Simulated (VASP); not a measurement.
# BP (gw) (I-4m2) in VASP: G0W0 quasiparticle levels with PBEsol

Aim: the G0W0 quasiparticle levels of BP (gw) with PBEsol.

Everything below comes from runs of VASP 6.6.1. Logs are shortened: lines on timing, memory, paths and dates and some standing lists are left out, and cuts for length are marked.

## Step 1: The cell of the first run

The structure is tetragonal, space group I-4m2 (No. 119). The conventional cell has a = 3.228 Å, b = 3.228 Å, c = 4.499 Å, α = 90.00°, β = 90.00°, γ = 90.00°. B (site symmetry -4m2) has 4 P at 1.97 Å within 2.6 Å. P (site symmetry -4m2) has 4 B at 1.97 Å within 2.6 Å.

## Step 2: G0W0 quasiparticle levels, PBEsol

POSCAR

```
BP
1.0
    0.0000000000      2.2827359537      2.2495436674
    2.2827359537      0.0000000000      2.2495436674
    2.2827359537      2.2827359537      0.0000000000
B P
1 1
Direct
    0.0000000000      0.0000000000      0.0000000000
    0.2500000000      0.2500000000      0.2500000000
```

INCAR.step1

```
SYSTEM = BP
ALGO = Normal
EDIFF = 1E-8
ENCUT = 500
GGA = PS
ISMEAR = 0
LASPH = .True.
LCHARG = .False.
LREAL = .False.
LWAVE = .True.
NELM = 100
PREC = Accurate
SIGMA = 0.01
```

INCAR.step2

```
SYSTEM = BP
ALGO = Exact
EDIFF = 1E-8
ENCUT = 500
GGA = PS
ISMEAR = 0
ISTART = 1
LASPH = .True.
LCHARG = .False.
LOPTICS = .True.
LREAL = .False.
LWAVE = .True.
NBANDS = 57
NELM = 1
PREC = Accurate
SIGMA = 0.01
```

INCAR.step3

```
SYSTEM = BP
ALGO = EVGW0
EDIFF = 1E-8
ENCUT = 500
ENCUTGW = 100.0
GGA = PS
ISMEAR = 0
ISTART = 1
LASPH = .True.
LCHARG = .False.
LREAL = .False.
LWAVE = .False.
NBANDS = 57
NBANDSGW = 12
NELMGW = 1
NOMEGA = 48
PREC = Accurate
PRECFOCK = Fast
SIGMA = 0.01
```

KPOINTS

```
k-points
0
Gamma
  4 4 4
  0 0 0
```

Potentials or basis: VASP PAW PBE potentials, release 64 (B_GW, P_GW).

The run is started by

```
cat potpaw_PBE.64/B_GW/POTCAR potpaw_PBE.64/P_GW/POTCAR > POTCAR
cp INCAR.step1 INCAR
mpirun -np 1 vasp_std > vasp.out
cp INCAR.step2 INCAR
mpirun -np 1 vasp_std > vasp.out
cp INCAR.step3 INCAR
mpirun -np 1 vasp_std > vasp.out
```

OUTCAR:

```text
SYSTEM = BP
   EDIFF = 1E-8
   ENCUT = 500
   ENCUTGW = 100.0
   GGA = PS
   ISMEAR = 0
   ISTART = 1
   LASPH = .True.
   LREAL = .False.
   NELMGW = 1
   PREC = Accurate
   PRECFOCK = Fast

 ion  position               nearest neighbor table
   1  0.000  0.000  0.000-   2 1.97   2 1.97   2 1.97   2 1.97
   2  0.250  0.250  0.250-   1 1.97   1 1.97   1 1.97   1 1.97

  LATTYP: Found a body centered tetragonal cell.
 ALAT       =     3.2282761450
 C/A-ratio  =     1.3936500884

  Lattice vectors:

 A1 = (   0.0000000000,  -2.2827359537,  -2.2495436674)
 A2 = (   0.0000000000,   2.2827359537,  -2.2495436674)
 A3 = (   2.2827359537,   0.0000000000,   2.2495436674)

Analysis of symmetry for initial positions (statically):
=====================================================================
 Subroutine PRICEL returns:
 Original cell was already a primitive cell.

 Routine SETGRP: Setting up the symmetry group for a
 body centered tetragonal supercell.

 Subroutine GETGRP returns: Found  8 space group operations
 (whereof  8 operations were pure point group operations)
 out of a pool of 16 trial point group operations.

The static configuration has the point symmetry D_2d.

Analysis of symmetry for dynamics (positions and initial velocities):
=====================================================================
 Subroutine PRICEL returns:
 Original cell was already a primitive cell.

 Routine SETGRP: Setting up the symmetry group for a
 body centered tetragonal supercell.

 Subroutine GETGRP returns: Found  8 space group operations
 (whereof  8 operations were pure point group operations)
 out of a pool of 16 trial point group operations.

The dynamic configuration has the point symmetry D_2d.

 Subroutine INISYM returns: Found  8 space group operations
 (whereof  8 operations are pure point group operations),
 and found     1 'primitive' translations

----------------------------------------------------------------------------------------

                                     Primitive cell

  volume of cell :      23.4442

  direct lattice vectors                    reciprocal lattice vectors
     0.000000000  2.282735954  2.249543667    -0.219035408  0.219035408  0.222267301
     2.282735954  0.000000000  2.249543667     0.219035408 -0.219035408  0.222267301
     2.282735954  2.282735954  0.000000000     0.219035408  0.219035408 -0.222267301

  length of vectors
     3.204891597  3.204891597  3.228276145     0.381255522  0.381255522  0.381255522

  position of ions in fractional coordinates (direct lattice)
     0.000000000  0.000000000  0.000000000
     0.250000000  0.250000000  0.250000000

  ion indices of the primitive-cell ions
   primitive index   ion index
                 1           1
                 2           2

----------------------------------------------------------------------------------------

 KPOINTS: k-points

Automatic generation of k-mesh.
 Grid dimensions read from file:
 generate k-points for:    4    4    4

 Generating k-lattice:

  Cartesian coordinates                     Fractional coordinates (reciprocal lattice)
    -0.054758852  0.054758852  0.055566825     0.250000000  0.000000000  0.000000000
     0.054758852 -0.054758852  0.055566825     0.000000000  0.250000000  0.000000000
     0.054758852  0.054758852 -0.055566825     0.000000000  0.000000000  0.250000000

  Length of vectors
     0.095313880  0.095313880  0.095313880

  Shift w.r.t. Gamma in fractional coordinates (k-lattice)
     0.000000000  0.000000000  0.000000000

 Subroutine IBZKPT returns following result:
 ===========================================

 Found     13 irreducible k-points:

 Following reciprocal coordinates:
            Coordinates               Weight
  0.000000  0.000000  0.000000      1.000000
  0.250000  0.000000  0.000000      8.000000
  0.500000  0.000000  0.000000      4.000000
  0.250000  0.250000  0.000000      2.000000
  0.500000  0.250000  0.000000      8.000000
 -0.250000  0.250000  0.000000      4.000000
  0.500000  0.500000  0.000000      1.000000
  0.250000  0.000000  0.250000      4.000000
  0.500000  0.000000  0.250000     16.000000
 -0.250000  0.000000  0.250000      8.000000
 -0.250000  0.500000  0.250000      4.000000
  0.500000  0.000000  0.500000      2.000000
 -0.250000  0.250000  0.500000      2.000000
   k-points           NKPTS =     13   k-points in BZ     NKDIM =     64   number of bands    NBANDS=     57
   number of dos      NEDOS =    301   number of ions     NIONS =      2
   total plane-waves  NPLWV =  13824
   dimension x,y,z NGX =    24 NGY =   24 NGZ =   24
   dimension x,y,z NGXF=    48 NGYF=   48 NGZF=   48
   ions per type =               1   1
   NGX,Y,Z   is equivalent  to a cutoff of  12.45, 12.45, 12.36 a.u.
   NGXF,Y,Z  is equivalent  to a cutoff of  24.90, 24.90, 24.72 a.u.
 SYSTEM =  BP
   PREC   = accura    normal or accurate (medium, high low for compatibility)
   ISTART =      1    job   : 0-new  1-cont  2-samecut
   ICHARG =      0    charge: 1-file 2-atom 10-const
   ISPIN  =      1    spin polarized calculation?
   LNONCOLLINEAR =      F non collinear calculations
   LSORBIT =      F    spin-orbit coupling
   LASPH  =      T    aspherical Exc in radial PAW
   ENCUT  =  500.0 eV  36.75 Ry    6.06 a.u.   5.84  5.84  5.89*2*pi/ulx,y,z
   NELM   =     60;   NELMIN=  2; NELMDL=  0     # of ELM steps
   EDIFF  = 0.1E-07   stopping-criterion for ELM
   LREAL  =      F    real-space projection
   EDIFFG = 0.1E-06   stopping-criterion for IOM
   NSW    =      0    number of steps for IOM
   IBRION =     -1    ionic relax: 0-MD 1-quasi-New 2-CG
   NFREE  =      0    steps in history (QN), initial steepest desc. (CG)
   ISIF   =      0    stress and relaxation
   ISYM   =      3    0-nonsym 1-usesym 2-fastsym
   POTIM  = 0.5000    time-step for ionic-motion
   TEBEG  =    0.0;   TEEND  =   0.0 temperature during run
   PSTRESS=    0.0 pullay stress
   NELECT =       8.0000    total number of electrons
   NUPDOWN=      -1.0000    fix difference up-down
   EMIN   =  10.00;   EMAX   =-10.00  energy-range for DOS
   EFERMI =   0.00;   METHOD = LEGACY
   ISMEAR =     0;   SIGMA  =   0.01  broadening in eV -4-tet -1-fermi 0-gaus
   EFERMI_NEDOS =   21; number of points for ismear=-14 and -15
   IALGO  =     38    algorithm
   IMIX   =      4    mixing-type and parameters
     AMIX     =   0.40;   BMIX     =  1.00
     AMIX_MAG =   1.60;   BMIX_MAG =  1.00
  volume/ion in A,a.u.               =      11.72        79.10
  Fermi-wavevector in a.u.,A,eV,Ry     =   1.144001  2.161848 17.806451  1.308737
  Thomas-Fermi vector in A             =   2.280694
   LORBIT       =      0    0 simple, 1 ext, 2 COOP (PROOUT), +10 PAW based schemes
   GGA     = PS    functional components
   LHFCALC =     T    Hartree Fock is set to
   PRECFOCK=fast      Normal, Fast or Accurate (Low or Medium for compatibility)
   ENCUT4O =  -1.0   cutoff for four orbital integrals eV
   NKREDX  =     1    reduce k-point grid by
   NKREDY  =     1    reduce k-point grid by
   NKREDZ  =     1    reduce k-point grid by
   AEXX    =    1.0000 exact exchange contribution
   HFSCREEN=    0.0000 screening length (either q_TF or 0.3 A-1)
   HFSCREENC=   0.0000 screening length for correlation (either q_TF or 0.3 A-1)
   ENCUTFOCK=  -1.0 apply spherical cutoff to Coloumb kernel
   IVDW    =     0    specifies the selected vdW correction
   LEPSILON=     F    determine dielectric tensor
   LRPA    =     F    only Hartree local field effects (RPA)
   LRPAFORCE           =     F    calculate RPA forces
   ENCUTGW             = 100.0    cutoff for response function in eV
   ENCUTGWSOFT         =  80.0    soft cutoff for Coulomb kernel in GW response function in eV
   ENCUTLF             =  -1.0    cutoff for local field effects
   NELMGW              =     1    number of iterations in solving QP/BSE equation
   NELMHF              =     1    number of iterations in the inner HF iteration
   NKREDLFX            =     1    NKREDLFY  =   1   NKREDLFZ  =   1
 non-spin polarized calculation
 Gauss-broadening in eV      SIGMA  =   0.01
  energy-cutoff  :      500.00
  volume of cell :       23.44
 maximum number of plane-waves:       606
  NGX = 14; NGY = 14; NGZ = 14
   NGX = 11   NGY = 11   NGZ = 11
 maximum number of plane-waves:        59
 NGX is ok and might be reduce to    14

 QP shifts <psi_nk| G(iteration)W_0 |psi_nk>: iteration 1
 for sc-GW calculations column KS-energies equals QP-energies in previous step
 and V_xc(KS)=  KS-energies - (<T + V_ion + V_H > + <T+V_H+V_ion>^1  + <V_x>^1)

 k-point   1 :       0.0000    0.0000    0.0000
  band No.  KS-energies  QP-energies   sigma(KS)   V_xc(KS)     V^pw_x(r,r')   Z            occupation Imag(sigma)

      1      -8.3778      -9.0570     -12.9930     -12.0585     -20.4118       0.7268       2.0000       1.4507
      2       7.0518       6.7639     -13.6403     -13.2735     -15.1974       0.7847       2.0000       0.0815
      3       7.0518       6.7639     -13.6403     -13.2735     -15.1974       0.7847       2.0000       0.0815
      4       7.1921       6.9067     -13.6094     -13.2458     -15.1367       0.7847       2.0000       0.0802
      5      10.3860      10.9364     -11.4093     -12.1114      -6.9702       0.7839       0.0000      -0.0766
      6      10.4672      11.0191     -11.3989     -12.1017      -6.9406       0.7853       0.0000      -0.0779
      7      10.4672      11.0191     -11.3989     -12.1017      -6.9406       0.7853       0.0000      -0.0779
      8      14.3965      14.9706     -11.9611     -12.7131      -6.0483       0.7635       0.0000      -0.1917
      9      18.3178      18.5698      -9.4237      -9.7452      -3.3383       0.7836       0.0000      -0.3570
     10      18.8588      19.5507     -10.8784     -11.7785      -4.9610       0.7686       0.0000      -0.2707
     11      19.2316      19.9226     -10.8950     -11.7976      -4.8980       0.7656       0.0000      -0.2950
     12      22.3883      22.7346      -9.6473     -10.0860      -2.8013       0.7895       0.0000      -0.7616

 k-point   2 :       0.2500    0.0000    0.0000
  band No.  KS-energies  QP-energies   sigma(KS)   V_xc(KS)     V^pw_x(r,r')   Z            occupation Imag(sigma)
[... 177 lines left out ...]
      1      -3.2661      -3.7700     -13.5422     -12.8393     -19.0694       0.7169       2.0000       0.6334
      2      -0.9664      -1.6364     -13.5639     -12.6400     -18.3194       0.7253       2.0000       0.4038
      3       1.3614       0.8246     -12.4541     -11.7445     -15.4941       0.7566       2.0000       0.1706
      4       1.5509       1.0296     -12.5057     -11.8161     -15.5184       0.7560       2.0000       0.1697
      5      12.4593      12.9744     -10.8350     -11.4947      -5.8559       0.7807       0.0000      -0.1116
      6      13.8806      14.3482     -10.6997     -11.2947      -5.5898       0.7859       0.0000      -0.1405
      7      14.4276      15.1101     -11.3877     -12.2767      -5.6541       0.7677       0.0000      -0.1788
      8      14.6647      15.2480     -11.4166     -12.1842      -5.5430       0.7599       0.0000      -0.2022
      9      19.5713      20.3203     -11.5824     -12.5726      -4.5912       0.7564       0.0000      -0.4758
     10      22.8962      23.6412     -11.1985     -12.1917      -3.9237       0.7501       0.0000      -0.6966
     11      23.0848      23.8381     -11.8509     -12.8503      -4.6012       0.7537       0.0000      -0.7275
     12      27.3338      27.8961     -11.0583     -11.8059      -3.6912       0.7521       0.0000      -1.0256
```

Wall time 20 s (1 thread of Intel Xeon 6975P-C (Granite Rapids), shared host); peak memory 0.24 GiB.

What came out:

```
Band gap on the k mesh, mean-field level : 1.01 eV, indirect (least direct gap 3.19 eV)
Quasiparticle gap                        : 1.61 eV
Least direct quasiparticle gap           : 4.03 eV
```

Levels at points of the mesh, in eV from the valence-band top:
```tsv
k point	band 2	band 3	band 4	band 5	band 6	band 7
(0.00, 0.00, 0.00)	-0.14	-0.14	0.00	3.19	3.28	3.28
(0.50, 0.00, 0.00)	-9.18	-1.95	-1.76	3.57	4.45	4.63
(0.50, 0.50, 0.00)	-8.59	-4.33	-4.33	1.01	1.27	11.91
(0.50, 0.00, 0.50)	-8.72	-4.19	-4.16	1.17	1.47	11.76
```

Caveat: the k points lie up to 0.60 Å⁻¹ apart; bands, screening cutoff and mesh are small and nothing is extrapolated, so the quasiparticle values aren't converged. A k mesh can miss the band edges.
